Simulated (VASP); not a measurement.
Wanted: the native input for a VASP 6.6.1 run.

- Task: single point
- Functional: PBEsol
- Potentials or basis: VASP PAW PBE potentials, release 64 (W_sv, Te)
- Cutoff: 520 eV
- k mesh: 14 × 14 × 14
- Occupations: gaussian, width 0.1 eV
- Spin: collinear spin
- Starting moments: [0.82, 0.0] μB
- Fixed moment: 1 μB
- Dipole correction: no
- Further INCAR settings: ALGO = Normal; EDIFF = 1e-07; NBANDS = 21

The structure of TeW lies in POSCAR:

```
TeW
1.0
    0.0000000000      2.7828287135      2.7828287135
    2.7828287135      0.0000000000      2.7828287135
    2.7828287135      2.7828287135      0.0000000000
W Te
1 1
Direct
    0.0000000000      0.0000000000      0.0000000000
    0.5000000000      0.5000000000      0.5000000000
```

One way to write it, as run:

INCAR

```
PREC = Accurate ; ENCUT = 520
EDIFF = 1E-7 ; ISMEAR = 0
SIGMA = 0.1 ; LREAL = F
LASPH = T ; NELM = 150
ALGO = Normal ; ISIF = 2
LWAVE = F ; LCHARG = T
ISPIN = 2 ; MAGMOM = 0.82 0
LORBIT = 11 ; NUPDOWN = 1.0
LMAXMIX = 4 ; GGA = PS
LELF = T ; LVHAR = T
NBANDS = 21
```

KPOINTS

```
Automatic mesh
0
Gamma
  14 14 14
```

Potentials or basis: VASP PAW PBE potentials, release 64 (W_sv, Te).

Run with:

```bash
$ cat potpaw_PBE.64/W_sv/POTCAR potpaw_PBE.64/Te/POTCAR > POTCAR
$ mpirun -np 1 vasp_std > vasp.out
```

Results of the run:

* Pressure: -2.1 GPa
* Net moment: 1.00 μB per cell
* Site moments: W +0.81; Te -0.01 μB
* Valence electrons inside the program's atomic spheres: W 11.96; Te 3.47

Caveat: the PAW data sets were made with another functional, which shifts forces and pressure a little; the total moment is fixed, so each spin has its own Fermi level.

Wall time 2.1 min on 1 thread of Intel(R) Xeon(R) Platinum 8488C (Sapphire Rapids), on a shared host, peak memory 0.29 GiB.
